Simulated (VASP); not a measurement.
# Sr2TlO2 (I4/mmm) in VASP: a series of runs

Runs on Sr2TlO2. Level: PBE. Tasks: single point, relaxation of cell and atoms.

Everything below comes from runs of VASP 6.6.1. Logs are shortened: lines on timing, memory, paths and dates and some standing lists are left out, and cuts for length are marked.

**1. The cell of the first run**

Symmetry: I4/mmm, No. 139, tetragonal system. The conventional cell has a = 4.884 Å, b = 4.884 Å, c = 12.355 Å, α = 90.00°, β = 90.00°, γ = 90.00°. Within 3.3 Å of Sr (site symmetry -4m2) lie 4 O at 2.47 Å. Within 3.6 Å of Tl (site symmetry 4/mmm) lie 2 O at 2.70 Å. Within 3.3 Å of O (site symmetry 4mm) lie 4 Sr at 2.47 Å and 1 Tl at 2.70 Å.

**2. Single point, PBE**

INCAR reads:

```
SYSTEM = Sr2TlO2
PREC     = Accurate       ! precision mode
ENCUT    = 600            ! plane-wave cutoff, eV
EDIFF    = 1E-6           ! SCF threshold, eV
ISMEAR   = 0              ! smearing method
SIGMA    = 0.1            ! smearing width, eV
LREAL    = .FALSE.        ! projectors in reciprocal space
LASPH    = .TRUE.         ! aspherical terms in the spheres
NELM     = 120            ! most SCF steps
ALGO     = Normal         ! electronic algorithm
ISIF     = 2              ! what is computed and relaxed
LWAVE    = .FALSE.        ! write WAVECAR
LCHARG   = .FALSE.        ! write CHGCAR
GGA      = PE             ! functional
NBANDS   = 30             ! bands
GGA_COMPAT= .FALSE.
```

KPOINTS reads:

```
Automatic mesh
0
G
  6 6 6
  0 0 0
```

POSCAR reads:

```
Sr2TlO2
1.0
   -2.4420513312      2.4420513312      6.1774231104
    2.4420513312     -2.4420513312      6.1774231104
    2.4420513312      2.4420513312     -6.1774231104
Sr Tl O
2 1 2
Direct
    0.2500000000      0.7500000000      0.5000000000
    0.7500000000      0.2500000000      0.5000000000
    0.0000000000      0.0000000000      0.0000000000
    0.2185623306      0.2185623306      0.0000000000
    0.7814376694      0.7814376694      0.0000000000
```

Potentials or basis: VASP PAW PBE potentials, release 64 (Sr_sv, Tl_d, O).

The run is started by

```bash
cat potpaw_PBE.64/Sr_sv/POTCAR potpaw_PBE.64/Tl_d/POTCAR potpaw_PBE.64/O/POTCAR > POTCAR
mpirun -np 1 vasp_std > vasp.out
```

OUTCAR:

```text
SYSTEM = Sr2TlO2
   PREC = Accurate
   ENCUT = 600
   EDIFF = 1E-6
   ISMEAR = 0
   LREAL = .FALSE.
   LASPH = .TRUE.
   NELM = 120
   ISIF = 2
   GGA = PE

 ion  position               nearest neighbor table
   1  0.250  0.750  0.500-   5 2.47   4 2.47   5 2.47   4 2.47   2 3.45   2 3.45   2 3.45   2 3.45
                             3 3.94   3 3.94   3 3.94   3 3.94
   2  0.750  0.250  0.500-   5 2.47   4 2.47   5 2.47   4 2.47   1 3.45   1 3.45   1 3.45   1 3.45
                             3 3.94   3 3.94   3 3.94   3 3.94
   3  0.000  0.000  0.000-   4 2.70   5 2.70   1 3.94   2 3.94   2 3.94   1 3.94   1 3.94   2 3.94
                             2 3.94   1 3.94
   4  0.219  0.219  0.000-   2 2.47   1 2.47   1 2.47   2 2.47   3 2.70
   5  0.781  0.781  0.000-   1 2.47   2 2.47   2 2.47   1 2.47   3 2.70

  LATTYP: Found a body centered tetragonal cell.
 ALAT       =     4.8841026624
 C/A-ratio  =     2.5296041207

  Lattice vectors:

 A1 = (  -2.4420513312,   2.4420513312,   6.1774231104)
 A2 = (   2.4420513312,  -2.4420513312,   6.1774231104)
 A3 = (   2.4420513312,   2.4420513312,  -6.1774231104)

Analysis of symmetry for initial positions (statically):
=====================================================================
 Subroutine PRICEL returns:
 Original cell was already a primitive cell.

 Routine SETGRP: Setting up the symmetry group for a
 body centered tetragonal supercell.

 Subroutine GETGRP returns: Found 16 space group operations
 (whereof 16 operations were pure point group operations)
 out of a pool of 16 trial point group operations.

The static configuration has the point symmetry D_4h.

Analysis of symmetry for dynamics (positions and initial velocities):
=====================================================================
 Subroutine PRICEL returns:
 Original cell was already a primitive cell.

 Routine SETGRP: Setting up the symmetry group for a
 body centered tetragonal supercell.

 Subroutine GETGRP returns: Found 16 space group operations
 (whereof 16 operations were pure point group operations)
 out of a pool of 16 trial point group operations.

The dynamic configuration has the point symmetry D_4h.

 Subroutine INISYM returns: Found 16 space group operations
 (whereof 16 operations are pure point group operations),
 and found     1 'primitive' translations

----------------------------------------------------------------------------------------

                                     Primitive cell

  volume of cell :     147.3591

  direct lattice vectors                    reciprocal lattice vectors
[... 98 lines left out ...]
   NFREE  =      0    steps in history (QN), initial steepest desc. (CG)
   ISIF   =      2    stress and relaxation
   ISYM   =      2    0-nonsym 1-usesym 2-fastsym
   POTIM  = 0.5000    time-step for ionic-motion
   TEBEG  =    0.0;   TEEND  =   0.0 temperature during run
   PSTRESS=    0.0 pullay stress
   NELECT =      45.0000    total number of electrons
   NUPDOWN=      -1.0000    fix difference up-down
   EMIN   =  10.00;   EMAX   =-10.00  energy-range for DOS
   EFERMI =   0.00;   METHOD = LEGACY
   ISMEAR =     0;   SIGMA  =   0.10  broadening in eV -4-tet -1-fermi 0-gaus
   EFERMI_NEDOS =   21; number of points for ismear=-14 and -15
   IALGO  =     38    algorithm
   IMIX   =      4    mixing-type and parameters
     AMIX     =   0.40;   BMIX     =  1.00
     AMIX_MAG =   1.60;   BMIX_MAG =  1.00
  volume/ion in A,a.u.               =      29.47       198.89
  Fermi-wavevector in a.u.,A,eV,Ry     =   1.102436  2.083302 16.536045  1.215365
  Thomas-Fermi vector in A             =   2.238879
   LORBIT       =      0    0 simple, 1 ext, 2 COOP (PROOUT), +10 PAW based schemes
   GGA     = PE    functional components
   LHFCALC =     F    Hartree Fock is set to
   AEXX    =    0.0000 exact exchange contribution
   IVDW    =     0    specifies the selected vdW correction
   LEPSILON=     F    determine dielectric tensor
   LRPA    =     F    only Hartree local field effects (RPA)
 non-spin polarized calculation
 Gauss-broadening in eV      SIGMA  =   0.10
  energy-cutoff  :      600.00
  volume of cell :      147.36
 maximum number of plane-waves:      4946
 NGX is ok and might be reduce to    60
   NGX = 29   NGY = 29   NGZ = 29

 number of electron      45.0000002 magnetization

 Free energy of the ion-electron system (eV)
  ---------------------------------------------------
  ext. energy  EPLUGINS =         0.00000000
  ---------------------------------------------------
  free energy    TOTEN  =       -24.27638455 eV

  energy without entropy =      -24.26005800  energy(sigma->0) =      -24.26822128

 E-fermi :   2.0169     XC(G=0):  -7.9431

 val. band max:        1.9960353499   @ k =   0.3333   0.3333   0.1667
 cond. band min:       2.0226616531   @ k =  -0.3333   0.5000   0.1667
 fundamental gap:      0.0266263032
 Fermi energy:         2.0168548772

 k-point     1 :       0.0000    0.0000    0.0000
  band No.  band energies     occupation
      1     -32.5691      2.00000
      2     -32.4173      2.00000
      3     -15.2429      2.00000
      4     -14.9239      2.00000
      5     -14.9239      2.00000
      6     -14.8001      2.00000
[... 781 lines left out ...]
     29       6.6895      0.00000
     30       7.2297      0.00000

 [... further k-points ...]

------------------------ aborting loop because EDIFF is reached ----------------------------------------

  FORCE on cell =-STRESS in cart. coord.  units (eV):
  Direction    XX          YY          ZZ          XY          YZ          ZX
  --------------------------------------------------------------------------------------
  -------------------------------------------------------------------------------------
  Total        0.3881752      0.3881752      0.2113092      0.0000000      0.0000000     -0.0000000
  in kB        4.2204763      4.2204763      2.2974817      0.0000000      0.0000000     -0.0000000
  external PRESSURE =       3.5794781 kB  Pullay stress =       0.0000000 kB

 VOLUME and BASIS-vectors are now :
 -----------------------------------------------------------------------------
  energy-cutoff  :      600.00
  volume of cell :      147.36
      direct lattice vectors                 reciprocal lattice vectors
    -2.442051331  2.442051331  6.177423110     0.000000000  0.204745901  0.080939899
     2.442051331 -2.442051331  6.177423110     0.204745901  0.000000000  0.080939899
     2.442051331  2.442051331 -6.177423110     0.204745901  0.204745901  0.000000000

 POSITION                                       TOTAL-FORCE (eV/Angst)
 -----------------------------------------------------------------------------------
      2.44205      0.00000      3.08871         0.000000      0.000000      0.000000
      0.00000      2.44205      3.08871         0.000000      0.000000     -0.000000
      0.00000      0.00000      0.00000         0.000000      0.000000     -0.000000
      0.00000      0.00000      2.70030        -0.000000     -0.000000     -0.025230
      0.00000      0.00000      9.65454         0.000000      0.000000      0.025230
 -----------------------------------------------------------------------------------
    total drift:                               -0.000000     -0.000000      0.000000

  FREE ENERGIE OF THE ION-ELECTRON SYSTEM (eV)
  ---------------------------------------------------
  free  energy   TOTEN  =       -24.2763845456 eV

  energy  without entropy=      -24.2600580046  energy(sigma->0) =      -24.26822128
```

OSZICAR:

```text
N       E                     dE             d eps       ncg     rms          rms(c)
DAV:   1     0.331671841028E+03    0.33167E+03   -0.23730E+04  1808   0.148E+03
DAV:   2    -0.407322449619E+01   -0.33575E+03   -0.32591E+03  2376   0.334E+02
DAV:   3    -0.311012680917E+02   -0.27028E+02   -0.26859E+02  2568   0.839E+01
DAV:   4    -0.322436801907E+02   -0.11424E+01   -0.11308E+01  2884   0.146E+01
DAV:   5    -0.322804816983E+02   -0.36802E-01   -0.36799E-01  2452   0.188E+00    0.250E+01
DAV:   6    -0.249643098985E+02    0.73162E+01   -0.35973E+01  2058   0.293E+01    0.302E+01
DAV:   7    -0.247586664262E+02    0.20564E+00   -0.32525E+00  2282   0.851E+00    0.178E+01
DAV:   8    -0.243499860187E+02    0.40868E+00   -0.14992E+00  2274   0.608E+00    0.309E+00
DAV:   9    -0.242760326208E+02    0.73953E-01   -0.52888E-01  2556   0.301E+00    0.737E-01
DAV:  10    -0.242846605430E+02   -0.86279E-02   -0.15152E-01  2090   0.164E+00    0.624E-01
DAV:  11    -0.242758058766E+02    0.88547E-02   -0.59767E-02  2142   0.103E+00    0.158E-01
DAV:  12    -0.242763807965E+02   -0.57492E-03   -0.47914E-03  2176   0.307E-01    0.118E-01
DAV:  13    -0.242764107521E+02   -0.29956E-04   -0.15760E-03  2402   0.175E-01    0.448E-02
DAV:  14    -0.242763844760E+02    0.26276E-04   -0.42490E-04  2290   0.886E-02    0.142E-02
DAV:  15    -0.242763841970E+02    0.27896E-06   -0.28857E-05  2148   0.262E-02    0.532E-03
DAV:  16    -0.242763845456E+02   -0.34859E-06   -0.28886E-06  2254   0.757E-03
   1 F= -.24276385E+02 E0= -.24268221E+02  d E =-.163265E-01
```

Wall time 4.3 min (1 thread of AMD EPYC 9R45 (Zen 5), shared host); peak memory 0.55 GiB.

What came out:

```yaml
Free_energy: -24.2764 eV
Pressure: 0.4 GPa
Largest_force: 0.025 eV/Å
Band_gap_on_the_k_mesh: zero (an odd number of electrons rules out a gap without spin polarisation)
```

Forces on the atoms (eV/Å):
```
Sr   0.000  0.000  0.000
Sr   0.000  0.000  0.000
Tl   0.000  0.000  0.000
O    0.000  0.000 -0.025
O    0.000  0.000  0.025
```

Caveat: spin-orbit coupling is left out, which moves the levels of the heavy elements; an odd number of electrons without spin polarisation forces a metal; a magnetic or distorted state may lie lower.

(Continued in part 2 of 2.)
